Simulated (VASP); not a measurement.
Runs of VASP 6.6.1 on AlCu3. The structure is that of space group P6_3/mmc (No. 194), or close to it. The cells are those of the table. 

| task | cell | k mesh | cutoff (eV) | smearing | gap on the mesh (eV) | pressure (GPa) |
| --- | --- | --- | --- | --- | --- | --- |
| single point | a = 5.138, b = 5.138, c = 4.206 Å, angles 90.0, 90.0, 120.0°, 8 atoms | 6 × 6 × 4 | 520 | gaussian 0.1 eV | none | (b) |
| single point | a = 5.130, b = 5.130, c = 4.170 Å, angles 90.0, 90.0, 120.0°, 8 atoms | 12 × 12 × 8 | 520 | gaussian 0.1 eV | none | 1.8 |
| relaxation of cell and atoms | relaxed to -1 GPa from a = 5.158, b = 5.158, c = 4.193 Å, angles 90.0, 90.0, 120.0°, 8 atoms | 12 × 12 × 8 | 600 | gaussian 0.1 eV | none | -1.0 |
| single point | a = 5.141, b = 5.141, c = 4.179 Å, angles 90.0, 90.0, 120.0°, 8 atoms | 12 × 12 × 10 | 520 | gaussian 0.15 eV | none | 0.5 |
| relaxation of cell and atoms | relaxed to 1 GPa from a = 5.124, b = 5.124, c = 4.165 Å, angles 90.0, 90.0, 120.0°, 8 atoms | 12 × 12 × 8 | 600 | gaussian 0.1 eV | none | 0.9 |
| single point | a = 5.180, b = 5.180, c = 4.202 Å, angles 90.0, 90.0, 120.0°, 8 atoms | 12 × 12 × 8 | 520 | fermi-dirac 0.15 eV | none | (a) |
| single point | a = 5.152, b = 5.152, c = 4.188 Å, angles 90.0, 90.0, 120.0°, 8 atoms | 12 × 12 × 8 | 520 | gaussian 0.1 eV | none | -0.5 |
| single point | a = 5.141, b = 5.141, c = 4.179 Å, angles 90.0, 90.0, 120.0°, 8 atoms | 12 × 12 × 8 | 520 | gaussian 0.1 eV | none | 0.6 |

Alike in all rows: level PBEsol; potentials or basis VASP PAW PBE potentials, release 64 (Al, Cu); no spin polarisation.

Question: Estimate the missing entries.

Answer: (a) -2.2; (b) 0.0.

Caveats: some runs use coarse meshes; the PAW data sets were made with another functional, which shifts forces and pressure a little; the cell is relaxed towards a set pressure, so the run minimises the enthalpy, not the energy (at least some runs).

A gap of «none» marks levels without a gap at the run's occupations.
